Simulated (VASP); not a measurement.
# BN in VASP: notebook, part 2 of 2

VASP 6.6.1. The steps go on from the part before.

### 3 Single point, PBE (strain -0.080 along x and y, -0.040 along z)

Input file INCAR:

```
SYSTEM = BN
PREC = Accurate
ENCUT = 520
EDIFF = 1E-6
ISMEAR = 0
SIGMA = 0.05
LREAL = .False.
LASPH = .True.
NELM = 60
ALGO = Normal
ISIF = 2
LWAVE = .False.
LCHARG = .False.
GGA = PE
NBANDS = 11
```

Input file KPOINTS:

```
Automatic mesh
0
Gamma
  12 12 12
  0 0 0
```

Input file POSCAR:

```
BN
1.0
    0.0000000000      1.6679609200      1.7404809600
    1.6679609200      0.0000000000      1.7404809600
    1.6679609200      1.6679609200      0.0000000000
B N
1 1
Direct
    0.0000000000      0.0000000000      0.0000000000
    0.7500000000      0.7500000000      0.7500000000
```

Potentials or basis: VASP PAW PBE potentials, release 64 (B, N).

On the command line:

```bash
cat potpaw_PBE.64/B/POTCAR potpaw_PBE.64/N/POTCAR > POTCAR
mpirun -np 1 vasp_std > vasp.out
```

OUTCAR:

```text
SYSTEM = BN
   PREC = Accurate
   ENCUT = 520
   EDIFF = 1E-6
   ISMEAR = 0
   LREAL = .False.
   LASPH = .True.
   NELM = 60
   ISIF = 2
   GGA = PE

 ion  position               nearest neighbor table
   1  0.000  0.000  0.000-   2 1.47   2 1.47   2 1.47   2 1.47
   2  0.750  0.750  0.750-   1 1.47   1 1.47   1 1.47   1 1.47

  LATTYP: Found a body centered tetragonal cell.
 ALAT       =     2.3588529546
 C/A-ratio  =     1.4757011086

  Lattice vectors:

 A1 = (  -1.6679609200,   0.0000000000,   1.7404809600)
 A2 = (   1.6679609200,   0.0000000000,   1.7404809600)
 A3 = (   0.0000000000,   1.6679609200,  -1.7404809600)

Analysis of symmetry for initial positions (statically):
=====================================================================
 Subroutine PRICEL returns:
 Original cell was already a primitive cell.

 Routine SETGRP: Setting up the symmetry group for a
 body centered tetragonal supercell.

 Subroutine GETGRP returns: Found  8 space group operations
 (whereof  8 operations were pure point group operations)
 out of a pool of 16 trial point group operations.

The static configuration has the point symmetry D_2d.

Analysis of symmetry for dynamics (positions and initial velocities):
=====================================================================
 Subroutine PRICEL returns:
 Original cell was already a primitive cell.

 Routine SETGRP: Setting up the symmetry group for a
 body centered tetragonal supercell.

 Subroutine GETGRP returns: Found  8 space group operations
 (whereof  8 operations were pure point group operations)
 out of a pool of 16 trial point group operations.

The dynamic configuration has the point symmetry D_2d.

 Subroutine INISYM returns: Found  8 space group operations
 (whereof  8 operations are pure point group operations),
 and found     1 'primitive' translations

----------------------------------------------------------------------------------------

                                     Primitive cell

  volume of cell :       9.6844

  direct lattice vectors                    reciprocal lattice vectors
     0.000000000  1.667960920  1.740480960    -0.299767215  0.299767215  0.287276915
     1.667960920  0.000000000  1.740480960     0.299767215 -0.299767215  0.287276915
     1.667960920  1.667960920  0.000000000     0.299767215  0.299767215 -0.287276915

  length of vectors
     2.410677831  2.410677831  2.358852955     0.512102326  0.512102326  0.512102326

  position of ions in fractional coordinates (direct lattice)
     0.000000000  0.000000000  0.000000000
     0.750000000  0.750000000  0.750000000

  ion indices of the primitive-cell ions
   primitive index   ion index
                 1           1
                 2           2

----------------------------------------------------------------------------------------

 KPOINTS: Automatic mesh

Automatic generation of k-mesh.
 Grid dimensions read from file:
 generate k-points for:   12   12   12

 Generating k-lattice:

  Cartesian coordinates                     Fractional coordinates (reciprocal lattice)
    -0.024980601  0.024980601  0.023939743     0.083333333  0.000000000  0.000000000
     0.024980601 -0.024980601  0.023939743     0.000000000  0.083333333  0.000000000
     0.024980601  0.024980601 -0.023939743    -0.000000000 -0.000000000  0.083333333

  Length of vectors
     0.042675194  0.042675194  0.042675194

  Shift w.r.t. Gamma in fractional coordinates (k-lattice)
     0.000000000  0.000000000  0.000000000

 Subroutine IBZKPT returns following result:
 ===========================================

 Found    163 irreducible k-points:

 Following reciprocal coordinates:
            Coordinates               Weight
  0.000000  0.000000  0.000000      1.000000
  0.083333 -0.000000  0.000000      8.000000
  0.166667 -0.000000  0.000000      8.000000
  0.250000  0.000000  0.000000      8.000000
  0.333333 -0.000000  0.000000      8.000000
  0.416667  0.000000  0.000000      8.000000
[... 16 lines left out ...]
  0.500000  0.166667  0.000000      8.000000
 -0.416667  0.166667  0.000000      8.000000
 [... further k-points ...]
   k-points           NKPTS =    163   k-points in BZ     NKDIM =    163   number of bands    NBANDS=     11
   number of dos      NEDOS =    301   number of ions     NIONS =      2
   total plane-waves  NPLWV =   5832
   dimension x,y,z NGX =    18 NGY =   18 NGZ =   18
   dimension x,y,z NGXF=    36 NGYF=   36 NGZF=   36
   ions per type =               1   1
   NGX,Y,Z   is equivalent  to a cutoff of  12.41, 12.41, 12.69 a.u.
   NGXF,Y,Z  is equivalent  to a cutoff of  24.83, 24.83, 25.37 a.u.
 SYSTEM =  BN
   PREC   = accura    normal or accurate (medium, high low for compatibility)
   ISTART =      0    job   : 0-new  1-cont  2-samecut
   ICHARG =      2    charge: 1-file 2-atom 10-const
   ISPIN  =      1    spin polarized calculation?
   LNONCOLLINEAR =      F non collinear calculations
   LSORBIT =      F    spin-orbit coupling
   LASPH  =      T    aspherical Exc in radial PAW
   ENCUT  =  520.0 eV  38.22 Ry    6.18 a.u.   4.48  4.48  4.39*2*pi/ulx,y,z
   NELM   =     60;   NELMIN=  2; NELMDL= -5     # of ELM steps
   EDIFF  = 0.1E-05   stopping-criterion for ELM
   LREAL  =      F    real-space projection
   EDIFFG = 0.1E-04   stopping-criterion for IOM
   NSW    =      0    number of steps for IOM
   IBRION =     -1    ionic relax: 0-MD 1-quasi-New 2-CG
   NFREE  =      0    steps in history (QN), initial steepest desc. (CG)
   ISIF   =      2    stress and relaxation
   ISYM   =      2    0-nonsym 1-usesym 2-fastsym
   POTIM  = 0.5000    time-step for ionic-motion
   TEBEG  =    0.0;   TEEND  =   0.0 temperature during run
   PSTRESS=    0.0 pullay stress
   NELECT =       8.0000    total number of electrons
   NUPDOWN=      -1.0000    fix difference up-down
   EMIN   =  10.00;   EMAX   =-10.00  energy-range for DOS
   EFERMI =   0.00;   METHOD = LEGACY
   ISMEAR =     0;   SIGMA  =   0.05  broadening in eV -4-tet -1-fermi 0-gaus
   EFERMI_NEDOS =   21; number of points for ismear=-14 and -15
   IALGO  =     38    algorithm
   IMIX   =      4    mixing-type and parameters
     AMIX     =   0.40;   BMIX     =  1.00
     AMIX_MAG =   1.60;   BMIX_MAG =  1.00
  volume/ion in A,a.u.               =       4.84        32.68
  Fermi-wavevector in a.u.,A,eV,Ry     =   1.536082  2.902775 32.103611  2.359549
  Thomas-Fermi vector in A             =   2.642781
   LORBIT       =      0    0 simple, 1 ext, 2 COOP (PROOUT), +10 PAW based schemes
   GGA     = PE    functional components
   LHFCALC =     F    Hartree Fock is set to
   AEXX    =    0.0000 exact exchange contribution
   IVDW    =     0    specifies the selected vdW correction
   LEPSILON=     F    determine dielectric tensor
   LRPA    =     F    only Hartree local field effects (RPA)
 non-spin polarized calculation
 Gauss-broadening in eV      SIGMA  =   0.05
  energy-cutoff  :      520.00
  volume of cell :        9.68
 maximum number of plane-waves:       273
 NGX is ok and might be reduce to    18
   NGX =  9   NGY =  9   NGZ =  9

 number of electron       8.0000002 magnetization

 Free energy of the ion-electron system (eV)
  ---------------------------------------------------
  ext. energy  EPLUGINS =         0.00000000
  ---------------------------------------------------
  free energy    TOTEN  =       -16.75181467 eV

  energy without entropy =      -16.75181467  energy(sigma->0) =      -16.75181467

 E-fermi :  10.5077     XC(G=0): -13.8317

 val. band max:       10.2294695044   @ k =   0.0000   0.0000   0.0000
 cond. band min:      14.4139659589   @ k =   0.5000   0.0000   0.5000
 fundamental gap:      4.1844964545
 Fermi energy:        10.5076544781

 k-point     1 :       0.0000    0.0000    0.0000
  band No.  band energies     occupation
      1     -12.6143      2.00000
      2       9.7133      2.00000
      3      10.2295      2.00000
      4      10.2295      2.00000
      5      19.7405      0.00000
      6      19.7405      0.00000
      7      20.0607      0.00000
      8      23.8209      0.00000
      9      38.6090      0.00000
     10      39.0092      0.00000
     11      39.3886      0.00000
[... 309 lines left out ...]
 k-point    24 :      -0.4167    0.1667    0.0000
  band No.  band energies     occupation
      1      -6.9432      2.00000
      2      -1.8580      2.00000
      3       4.7694      2.00000
      4       7.3728      2.00000
      5      20.7107      0.00000
      6      24.0145      0.00000
      7      24.6443      0.00000
      8      28.3886      0.00000
      9      34.2544      0.00000
     10      38.0724      0.00000
     11      40.9003      0.00000

 [... further k-points ...]
[... 5 lines left out ...]
  --------------------------------------------------------------------------------------
  -------------------------------------------------------------------------------------
  Total        7.4672180      7.4672180      5.4616155      0.0000000      0.0000000      0.0000000
  in kB     1235.3738366   1235.3738366    903.5676894      0.0000000      0.0000000      0.0000000
  external PRESSURE =    1124.7717875 kB  Pullay stress =       0.0000000 kB

 VOLUME and BASIS-vectors are now :
 -----------------------------------------------------------------------------
  energy-cutoff  :      520.00
  volume of cell :        9.68
      direct lattice vectors                 reciprocal lattice vectors
     0.000000000  1.667960920  1.740480960    -0.299767215  0.299767215  0.287276915
     1.667960920  0.000000000  1.740480960     0.299767215 -0.299767215  0.287276915
     1.667960920  1.667960920  0.000000000     0.299767215  0.299767215 -0.287276915

 POSITION                                       TOTAL-FORCE (eV/Angst)
 -----------------------------------------------------------------------------------
      0.00000      0.00000      0.00000         0.000000      0.000000     -0.000000
      2.50194      2.50194      2.61072        -0.000000     -0.000000      0.000000
 -----------------------------------------------------------------------------------
    total drift:                               -0.000002     -0.000002      0.000003

  FREE ENERGIE OF THE ION-ELECTRON SYSTEM (eV)
  ---------------------------------------------------
  free  energy   TOTEN  =       -16.7518146722 eV

  energy  without entropy=      -16.7518146722  energy(sigma->0) =      -16.75181467
```

OSZICAR:

```text
N       E                     dE             d eps       ncg     rms          rms(c)
DAV:   1     0.129770401016E+02    0.12977E+02   -0.52118E+03  3707   0.747E+02
DAV:   2    -0.176338244238E+02   -0.30611E+02   -0.29734E+02  4182   0.179E+02
DAV:   3    -0.180913676542E+02   -0.45754E+00   -0.45696E+00  4198   0.186E+01
DAV:   4    -0.180917555963E+02   -0.38794E-03   -0.38794E-03  3868   0.612E-01
DAV:   5    -0.180917558492E+02   -0.25293E-06   -0.25293E-06  4150   0.154E-02    0.801E+00
DAV:   6    -0.169219880972E+02    0.11698E+01   -0.27406E+00  3748   0.105E+01    0.408E+00
DAV:   7    -0.167703639527E+02    0.15162E+00   -0.23784E-01  4134   0.385E+00    0.221E+00
DAV:   8    -0.167514629323E+02    0.18901E-01   -0.42493E-02  4080   0.158E+00    0.314E-01
DAV:   9    -0.167517482547E+02   -0.28532E-03   -0.75171E-04  3835   0.271E-01    0.102E-01
DAV:  10    -0.167518112203E+02   -0.62966E-04   -0.92719E-05  4002   0.820E-02    0.181E-02
DAV:  11    -0.167518145934E+02   -0.33731E-05   -0.46958E-06  4069   0.190E-02    0.107E-02
DAV:  12    -0.167518146722E+02   -0.78843E-07   -0.79399E-07  2147   0.672E-03
   1 F= -.16751815E+02 E0= -.16751815E+02  d E =-.117595E-17
```

stdout:

```text
POSCAR found type information on POSCAR B N
 POSCAR found :  2 types and       2 ions
 scaLAPACK will be used
 LDA part: xc-table for (Slater+PW92), standard interpolation
 POSCAR, INCAR and KPOINTS ok, starting setup
 FFT: planning ... GRIDC
 FFT: planning ... GRID_SOFT
 FFT: planning ... GRID
 WAVECAR not read
 entering main loop
```

Wall time 17 s (1 thread of AMD EPYC 7R43 (Zen 3), shared host); peak memory 0.09 GiB.

Results:

```
Free energy            : -16.7518 eV
Pressure               : 112.5 GPa
Band gap on the k mesh : 4.18 eV, indirect (least direct gap 9.51 eV)
```

Levels at points of the mesh, in eV from the valence-band top:
```csv
k point,band 1,band 2,band 3,band 4,band 5,band 6,band 7,band 8
"(0.00, 0.00, 0.00)",-22.84,-0.52,0.00,0.00,9.51,9.51,9.83,13.59
"(0.50, 0.00, 0.00)",-17.62,-12.83,-2.92,-2.11,10.86,11.94,13.16,17.15
"(0.50, 0.50, 0.00)",-16.40,-10.97,-5.68,-5.68,5.10,10.89,20.92,20.92
"(0.50, 0.00, 0.50)",-15.75,-10.27,-6.37,-6.35,4.18,9.81,20.52,21.37
```

Caveat: the cell differs from its parent crystal (strain -0.080 along x and y, -0.040 along z). A k mesh can miss the band edges.
